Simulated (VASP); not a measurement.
Runs of VASP 6.6.1 on Al. The structure is that of space group P6_3/mmc (No. 194), or close to it. The cells are those of the table. 

```csv
cell,gap on the mesh (eV),pressure (GPa)
"a = 2.496, b = 2.496, c = 4.867 Å, angles 90.0, 90.0, 120.0°, 2 atoms",none,33.4
"a = 2.707, b = 2.707, c = 4.867 Å, angles 90.0, 90.0, 120.0°, 2 atoms",none,4.4
"a = 2.391, b = 2.391, c = 4.867 Å, angles 90.0, 90.0, 120.0°, 2 atoms",none,(b)
"a = 3.181, b = 3.181, c = 4.867 Å, angles 90.0, 90.0, 120.0°, 2 atoms",none,-12.7
"a = 3.023, b = 3.023, c = 4.867 Å, angles 90.0, 90.0, 120.0°, 2 atoms",none,(c)
"a = 3.234, b = 3.234, c = 4.867 Å, angles 90.0, 90.0, 120.0°, 2 atoms",none,-12.8
"a = 3.129, b = 3.129, c = 4.867 Å, angles 90.0, 90.0, 120.0°, 2 atoms",none,-12.3
"a = 2.918, b = 2.918, c = 4.867 Å, angles 90.0, 90.0, 120.0°, 2 atoms",none,(a)
```

Alike in all rows: task single point; level r2SCAN; potentials or basis VASP PAW PBE potentials, release 64 (Al); no spin polarisation; k mesh 18 × 18 × 10; cutoff (eV) 520; smearing gaussian 0.15 eV.

Task: Estimate the missing entries.

Result: (a) -8.0; (b) 58.8; (c) -10.9.

Caveats: the PAW data sets were made with another functional, which shifts forces and pressure a little.

A gap of «none» marks levels without a gap at the run's occupations.
